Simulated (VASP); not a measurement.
# BiP2 (P4/mbm) in VASP: further runs

Runs on BiP2. Level: PBE. Tasks: single point, relaxation of cell and atoms.

Everything below comes from runs of VASP 6.6.1. Logs are shortened: lines on timing, memory, paths and dates and some standing lists are left out, and cuts for length are marked.

## 1. The cell of the first run

Symmetry: P4/mbm, No. 127, tetragonal system. The conventional cell has a = 7.047 Å, b = 7.047 Å, c = 3.091 Å, α = 90.00°, β = 90.00°, γ = 90.00°. Bi (site symmetry 4/m) has 4 P at 2.88 Å and 2 Bi at 3.09 Å within 3.8 Å. Within 2.9 Å of P (site symmetry m2m) lie 1 P at 2.10 Å and 2 Bi at 2.88 Å.

The cell was built from a structure type or drawn by symmetry, and may not be a known phase.

## 2. Single point, PBE

INCAR reads:

```
PREC = Accurate
ENCUT = 520
EDIFF = 1E-6
ISMEAR = 0
SIGMA = 0.1
LREAL = False
LASPH = True
NELM = 100
ALGO = Normal
ISIF = 2
LWAVE = False
LCHARG = False
GGA = PE
NBANDS = 34
```

KPOINTS reads:

```
regular mesh
0
Gamma
  4 4 6
```

POSCAR reads:

```
BiP2
1.0
    7.0473027381      0.0000000000      0.0000000000
    0.0000000000      7.0473027381      0.0000000000
    0.0000000000      0.0000000000      3.0908887233
Bi P
2 4
Direct
    0.0000000000      0.0000000000      0.0000000000
    0.5000000000      0.5000000000      0.0000000000
    0.1053754785      0.3946245215      0.0000000000
    0.3946245215      0.8946245215      0.0000000000
    0.8946245215      0.6053754785      0.0000000000
    0.6053754785      0.1053754785      0.0000000000
```

Potentials or basis: VASP PAW PBE potentials, release 64 (Bi_d, P).

Started as:

```bash
cat potpaw_PBE.64/Bi_d/POTCAR potpaw_PBE.64/P/POTCAR > POTCAR
mpirun -np 1 vasp_std > vasp.out
```

OUTCAR:

```text
PREC = Accurate
   ENCUT = 520
   EDIFF = 1E-6
   ISMEAR = 0
   LREAL = False
   LASPH = True
   NELM = 100
   ISIF = 2
   GGA = PE

 ion  position               nearest neighbor table
   1  0.000  0.000  0.000-   3 2.88   4 2.88   5 2.88   6 2.88
   2  0.500  0.500  0.000-   3 2.88   4 2.88   5 2.88   6 2.88
   3  0.105  0.395  0.000-   5 2.10   2 2.88   1 2.88
   4  0.395  0.895  0.000-   6 2.10   2 2.88   1 2.88
   5  0.895  0.605  0.000-   3 2.10   2 2.88   1 2.88
   6  0.605  0.105  0.000-   4 2.10   2 2.88   1 2.88

  LATTYP: Found a simple tetragonal cell.
 ALAT       =     7.0473027381
 C/A-ratio  =     0.4385917333

  Lattice vectors:

 A1 = (   7.0473027381,   0.0000000000,   0.0000000000)
 A2 = (   0.0000000000,   7.0473027381,   0.0000000000)
 A3 = (   0.0000000000,   0.0000000000,   3.0908887233)

Analysis of symmetry for initial positions (statically):
=====================================================================
 Subroutine PRICEL returns:
 Original cell was already a primitive cell.

 Routine SETGRP: Setting up the symmetry group for a
 simple tetragonal supercell.

 Subroutine GETGRP returns: Found 16 space group operations
 (whereof  8 operations were pure point group operations)
 out of a pool of 16 trial point group operations.

The static configuration has the point symmetry C_4h.
 The point group associated with its full space group is D_4h.

Analysis of symmetry for dynamics (positions and initial velocities):
=====================================================================
 Subroutine PRICEL returns:
 Original cell was already a primitive cell.

 Routine SETGRP: Setting up the symmetry group for a
 simple tetragonal supercell.

 Subroutine GETGRP returns: Found 16 space group operations
 (whereof  8 operations were pure point group operations)
 out of a pool of 16 trial point group operations.

The dynamic configuration has the point symmetry C_4h.
 The point group associated with its full space group is D_4h.

 Subroutine INISYM returns: Found 16 space group operations
 (whereof  8 operations are pure point group operations),
 and found     1 'primitive' translations

----------------------------------------------------------------------------------------

                                     Primitive cell

  volume of cell :     153.5074

  direct lattice vectors                    reciprocal lattice vectors
     7.047302738  0.000000000  0.000000000     0.141898261  0.000000000  0.000000000
     0.000000000  7.047302738  0.000000000     0.000000000  0.141898261  0.000000000
     0.000000000  0.000000000  3.090888723     0.000000000  0.000000000  0.323531544

  length of vectors
     7.047302738  7.047302738  3.090888723     0.141898261  0.141898261  0.323531544

  position of ions in fractional coordinates (direct lattice)
     0.000000000  0.000000000  0.000000000
     0.500000000  0.500000000  0.000000000
     0.105375479  0.394624521  0.000000000
     0.394624521  0.894624521  0.000000000
     0.894624521  0.605375479  0.000000000
     0.605375479  0.105375479  0.000000000

  ion indices of the primitive-cell ions
   primitive index   ion index
                 1           1
                 2           2
                 3           3
                 4           4
                 5           5
                 6           6

----------------------------------------------------------------------------------------

 KPOINTS: regular mesh

Automatic generation of k-mesh.
 Grid dimensions read from file:
 generate k-points for:    4    4    6

 Generating k-lattice:

  Cartesian coordinates                     Fractional coordinates (reciprocal lattice)
     0.035474565  0.000000000  0.000000000     0.250000000  0.000000000  0.000000000
     0.000000000  0.035474565  0.000000000     0.000000000  0.250000000  0.000000000
     0.000000000  0.000000000  0.053921924     0.000000000  0.000000000  0.166666667

  Length of vectors
     0.035474565  0.035474565  0.053921924

  Shift w.r.t. Gamma in fractional coordinates (k-lattice)
     0.000000000  0.000000000  0.000000000

 Subroutine IBZKPT returns following result:
 ===========================================

 Found     24 irreducible k-points:

 Following reciprocal coordinates:
            Coordinates               Weight
  0.000000  0.000000  0.000000      1.000000
  0.250000  0.000000  0.000000      4.000000
  0.500000  0.000000  0.000000      2.000000
  0.250000  0.250000  0.000000      4.000000
  0.500000  0.250000  0.000000      4.000000
  0.500000  0.500000  0.000000      1.000000
[... 16 lines left out ...]
  0.500000  0.250000  0.500000      4.000000
  0.500000  0.500000  0.500000      1.000000
   k-points           NKPTS =     24   k-points in BZ     NKDIM =     24   number of bands    NBANDS=     34
   number of dos      NEDOS =    301   number of ions     NIONS =      6
   total plane-waves  NPLWV =  69984
   dimension x,y,z NGX =    54 NGY =   54 NGZ =   24
   dimension x,y,z NGXF=   108 NGYF=  108 NGZF=   48
   ions per type =               2   4
   NGX,Y,Z   is equivalent  to a cutoff of  12.74, 12.74, 12.91 a.u.
   NGXF,Y,Z  is equivalent  to a cutoff of  25.48, 25.48, 25.82 a.u.
 SYSTEM =  unknown system
   PREC   = accura    normal or accurate (medium, high low for compatibility)
   ISTART =      0    job   : 0-new  1-cont  2-samecut
   ICHARG =      2    charge: 1-file 2-atom 10-const
   ISPIN  =      1    spin polarized calculation?
   LNONCOLLINEAR =      F non collinear calculations
   LSORBIT =      F    spin-orbit coupling
   LASPH  =      T    aspherical Exc in radial PAW
   ENCUT  =  520.0 eV  38.22 Ry    6.18 a.u.  13.10 13.10  5.75*2*pi/ulx,y,z
   NELM   =    100;   NELMIN=  2; NELMDL= -5     # of ELM steps
   EDIFF  = 0.1E-05   stopping-criterion for ELM
   LREAL  =      F    real-space projection
   EDIFFG = 0.1E-04   stopping-criterion for IOM
   NSW    =      0    number of steps for IOM
   IBRION =     -1    ionic relax: 0-MD 1-quasi-New 2-CG
   NFREE  =      0    steps in history (QN), initial steepest desc. (CG)
   ISIF   =      2    stress and relaxation
   ISYM   =      2    0-nonsym 1-usesym 2-fastsym
   POTIM  = 0.5000    time-step for ionic-motion
   TEBEG  =    0.0;   TEEND  =   0.0 temperature during run
   PSTRESS=    0.0 pullay stress
   NELECT =      50.0000    total number of electrons
   NUPDOWN=      -1.0000    fix difference up-down
   EMIN   =  10.00;   EMAX   =-10.00  energy-range for DOS
   EFERMI =   0.00;   METHOD = LEGACY
   ISMEAR =     0;   SIGMA  =   0.10  broadening in eV -4-tet -1-fermi 0-gaus
   EFERMI_NEDOS =   21; number of points for ismear=-14 and -15
   IALGO  =     38    algorithm
   IMIX   =      4    mixing-type and parameters
     AMIX     =   0.40;   BMIX     =  1.00
     AMIX_MAG =   1.60;   BMIX_MAG =  1.00
  volume/ion in A,a.u.               =      25.58       172.65
  Fermi-wavevector in a.u.,A,eV,Ry     =   1.126389  2.128567 17.262423  1.268752
  Thomas-Fermi vector in A             =   2.263071
   LORBIT       =      0    0 simple, 1 ext, 2 COOP (PROOUT), +10 PAW based schemes
   GGA     = PE    functional components
   LHFCALC =     F    Hartree Fock is set to
   AEXX    =    0.0000 exact exchange contribution
   IVDW    =     0    specifies the selected vdW correction
   LEPSILON=     F    determine dielectric tensor
   LRPA    =     F    only Hartree local field effects (RPA)
 non-spin polarized calculation
 Gauss-broadening in eV      SIGMA  =   0.10
  energy-cutoff  :      520.00
  volume of cell :      153.51
 maximum number of plane-waves:      4172
 NGX is ok and might be reduce to    54
   NGX = 27   NGY = 27   NGZ = 11

 number of electron      49.9999977 magnetization

 Free energy of the ion-electron system (eV)
  ---------------------------------------------------
  ext. energy  EPLUGINS =         0.00000000
  ---------------------------------------------------
  free energy    TOTEN  =       -27.36218623 eV

  energy without entropy =      -27.35031662  energy(sigma->0) =      -27.35625142

 E-fermi :   5.7635     XC(G=0):  -9.4859

 val. band max:        5.7094874649   @ k =   0.5000   0.0000   0.3333
 cond. band min:       5.7844223412   @ k =   0.2500   0.2500   0.3333
 fundamental gap:      0.0749348763
 Fermi energy:         5.7635135169

 k-point     1 :       0.0000    0.0000    0.0000
  band No.  band energies     occupation
      1     -17.6383      2.00000
      2     -17.6355      2.00000
      3     -17.4196      2.00000
      4     -17.4103      2.00000
      5     -17.4008      2.00000
      6     -17.3972      2.00000
[... 26 lines left out ...]
     33      10.2627      0.00000
     34      11.3739      0.00000

 k-point     2 :       0.2500    0.0000    0.0000
  band No.  band energies     occupation
      1     -17.6378      2.00000
      2     -17.6359      2.00000
      3     -17.4181      2.00000
      4     -17.4115      2.00000
      5     -17.4003      2.00000
      6     -17.3977      2.00000
[... 26 lines left out ...]
     33      10.7890      0.00000
     34      11.5905      0.00000

 k-point     3 :       0.5000    0.0000    0.0000
  band No.  band energies     occupation
      1     -17.6368      2.00000
      2     -17.6368      2.00000
      3     -17.4147      2.00000
      4     -17.4147      2.00000
      5     -17.3990      2.00000
      6     -17.3990      2.00000
[... 26 lines left out ...]
     33      11.9161      0.00000
     34      11.9628      0.00000

 k-point     4 :       0.2500    0.2500    0.0000
  band No.  band energies     occupation
      1     -17.6375      2.00000
      2     -17.6362      2.00000
      3     -17.4171      2.00000
      4     -17.4124      2.00000
      5     -17.3999      2.00000
      6     -17.3981      2.00000
[... 26 lines left out ...]
     33      10.9459      0.00000
     34      11.7744      0.00000

 k-point     5 :       0.5000    0.2500    0.0000
  band No.  band energies     occupation
      1     -17.6368      2.00000
      2     -17.6368      2.00000
      3     -17.4146      2.00000
      4     -17.4146      2.00000
      5     -17.3990      2.00000
      6     -17.3990      2.00000
[... 621 lines left out ...]
 k-point    22 :       0.2500    0.2500    0.5000
  band No.  band energies     occupation
      1     -17.4566      2.00000
      2     -17.4561      2.00000
      3     -17.4560      2.00000
      4     -17.4555      2.00000
      5     -17.3992      2.00000
      6     -17.3953      2.00000
[... 26 lines left out ...]
     33      10.1058      0.00000
     34      10.4672      0.00000

 k-point    23 :       0.5000    0.2500    0.5000
  band No.  band energies     occupation
      1     -17.4565      2.00000
      2     -17.4565      2.00000
      3     -17.4556      2.00000
      4     -17.4556      2.00000
      5     -17.3972      2.00000
      6     -17.3972      2.00000
[... 26 lines left out ...]
     33      10.8145      0.00000
     34      10.8832      0.00000

 k-point    24 :       0.5000    0.5000    0.5000
  band No.  band energies     occupation
      1     -17.4567      2.00000
      2     -17.4567      2.00000
      3     -17.4554      2.00000
      4     -17.4554      2.00000
      5     -17.3971      2.00000
      6     -17.3971      2.00000
[... 26 lines left out ...]
     33      10.3734      0.00000
     34      10.3738      0.00000

------------------------ aborting loop because EDIFF is reached ----------------------------------------

  FORCE on cell =-STRESS in cart. coord.  units (eV):
  Direction    XX          YY          ZZ          XY          YZ          ZX
  --------------------------------------------------------------------------------------
  -------------------------------------------------------------------------------------
  Total       -0.1835413     -0.1835413     -0.0551370      0.0000000     -0.0000000     -0.0000000
  in kB       -1.9156456     -1.9156456     -0.5754719      0.0000000     -0.0000000     -0.0000000
  external PRESSURE =      -1.4689210 kB  Pullay stress =       0.0000000 kB

 VOLUME and BASIS-vectors are now :
 -----------------------------------------------------------------------------
  energy-cutoff  :      520.00
  volume of cell :      153.51
      direct lattice vectors                 reciprocal lattice vectors
     7.047302738  0.000000000  0.000000000     0.141898261  0.000000000  0.000000000
     0.000000000  7.047302738  0.000000000     0.000000000  0.141898261  0.000000000
     0.000000000  0.000000000  3.090888723     0.000000000  0.000000000  0.323531544

 POSITION                                       TOTAL-FORCE (eV/Angst)
 -----------------------------------------------------------------------------------
      0.00000      0.00000      0.00000        -0.000000      0.000000      0.000000
      3.52365      3.52365      0.00000        -0.000000      0.000000      0.000000
      0.74261      2.78104      0.00000        -0.035940      0.035940     -0.000000
      2.78104      6.30469      0.00000         0.035940      0.035940      0.000000
      6.30469      4.26626      0.00000         0.035940     -0.035940      0.000000
      4.26626      0.74261      0.00000        -0.035940     -0.035940      0.000000
 -----------------------------------------------------------------------------------
    total drift:                                0.000000      0.000000      0.000000

  FREE ENERGIE OF THE ION-ELECTRON SYSTEM (eV)
  ---------------------------------------------------
  free  energy   TOTEN  =       -27.3621862251 eV

  energy  without entropy=      -27.3503166212  energy(sigma->0) =      -27.35625142
```

Wall time 93 s (1 thread of Intel Xeon Platinum 8259CL at 2.50GHz (Skylake/Cascade Lake), shared host); peak memory 0.3 GiB.

Results:

| Item | Value |
| --- | --- |
| Free energy | -27.3622 eV |
| Pressure | -0.1 GPa |
| Largest force | 0.051 eV/Å |
| Band gap on the k mesh | zero (bands 25 and 26 overlap by 3.01 eV) |

Forces in eV/Å, atoms in the order of the input:
```
Bi   0.000  0.000  0.000
Bi   0.000  0.000  0.000
P   -0.036  0.036  0.000
P    0.036  0.036  0.000
P    0.036 -0.036  0.000
P   -0.036 -0.036  0.000
```

Stress tensor (GPa, compression positive):
```
-0.19  0.00  0.00
 0.00 -0.19  0.00
 0.00  0.00 -0.06
```

Caveat: spin-orbit coupling is left out, which moves the levels of the heavy elements.

## 3. Relaxation of cell and atoms, PBE

This run uses another cell than the first one, of 20.11 Å³/atom.

INCAR reads:

```
ALGO = Normal ; EDIFF = 1E-7
EDIFFG = -0.04 ; ENCUT = 600
GGA = PE ; IBRION = 2
ISIF = 3 ; ISMEAR = 0
LASPH = True ; LCHARG = False
LREAL = False ; LWAVE = False
NELM = 100 ; NSW = 90
PREC = Accurate ; SIGMA = 0.1
```

KPOINTS reads:

```
k-points
0
Gamma
  4 4 6
```

POSCAR reads:

```
BiP2
1.0
    6.9033098400      0.0000000000      0.0000000000
    0.0000000000      6.9033098400      0.0000000000
    0.0000000000      0.0000000000      2.5313366800
Bi P
2 4
Direct
    0.0000000000      0.0000000000      0.0000000000
    0.5000000000      0.5000000000      0.0000000000
    0.1767953900      0.3232046100      0.0000000000
    0.3232046100      0.8232046100      0.0000000000
    0.8232046100      0.6767953900      0.0000000000
    0.6767953900      0.1767953900      0.0000000000
```

Potentials or basis: VASP PAW PBE potentials, release 64 (Bi_d, P).

Started as:

```bash
cat potpaw_PBE.64/Bi_d/POTCAR potpaw_PBE.64/P/POTCAR > POTCAR
mpirun -np 1 vasp_std > vasp.out
```

Run time: 23 min. Hardware: 1 thread of Intel Xeon Platinum 8259CL at 2.50GHz (Skylake/Cascade Lake), shared host; peak memory 0.3 GiB.

It converged, with:

```
Free energy                           : -27.3549 eV
Relaxed volume                        : 25.55 Å³/atom
Relaxed cell                          : a = 7.045 Å, b = 7.045 Å, c = 3.089 Å, α = 90.00°, β = 90.00°, γ = 90.00°
Space group after relaxing (to 0.1 Å) : P4/mbm (No. 127)
Pressure after relaxing               : 0.0 GPa
Largest force after relaxing          : 0.017 eV/Å
Band gap on the k mesh                : zero (bands 25 and 26 overlap by 3.02 eV)
```

Forces in eV/Å, atoms in the order of the input:
```
Bi   0.000  0.000  0.000
Bi   0.000  0.000  0.000
P    0.012 -0.012  0.000
P   -0.012 -0.012  0.000
P   -0.012  0.012  0.000
P    0.012  0.012  0.000
```

Final structure:
```yaml
crystal:
  lattice:
    - [7.04457, 0.00000, 0.00000]
    - [0.00000, 7.04457, 0.00000]
    - [0.00000, 0.00000, 3.08893]
  atoms:
    - { symbol: Bi, position: [0.00000, 0.00000, 0.00000] }
    - { symbol: Bi, position: [0.50000, 0.50000, 0.00000] }
    - { symbol: P, position: [0.10518, 0.39482, 0.00000] }
    - { symbol: P, position: [0.39482, 0.89482, 0.00000] }
    - { symbol: P, position: [0.89482, 0.60518, 0.00000] }
    - { symbol: P, position: [0.60518, 0.10518, 0.00000] }
```

Levels at points of the mesh, in eV from the Fermi level:
| k point | band 22 | band 23 | band 24 | band 25 | band 26 | band 27 | band 28 | band 29 |
| --- | --- | --- | --- | --- | --- | --- | --- | --- |
| (0.00, 0.00, 0.00) | 0.02 | 0.02 | 0.89 | 1.14 | 1.26 | 1.68 | 1.68 | 3.62 |
| (0.50, 0.00, 0.00) | -1.73 | 1.03 | 1.03 | 1.11 | 1.11 | 2.30 | 2.30 | 3.65 |
| (0.50, 0.50, 0.00) | -2.73 | 1.17 | 1.17 | 1.21 | 1.21 | 2.97 | 2.97 | 3.41 |
| (0.00, 0.00, 0.50) | -2.66 | -2.62 | -1.91 | -1.91 | -1.33 | 0.98 | 2.20 | 2.20 |
| (0.50, 0.00, 0.50) | -3.36 | -2.22 | -2.22 | -1.42 | -1.42 | -0.19 | -0.19 | 2.89 |
| (0.50, 0.50, 0.50) | -3.64 | -2.17 | -2.17 | -1.34 | -1.34 | -0.93 | -0.93 | 3.22 |

Caveat: the k points lie up to 0.34 Å⁻¹ apart in the final cell, too coarse for converged energies and pressures of a metal; the volume moved by over 15 % at a fixed basis, so the end points are rough; spin-orbit coupling is left out, which moves the levels of the heavy elements.
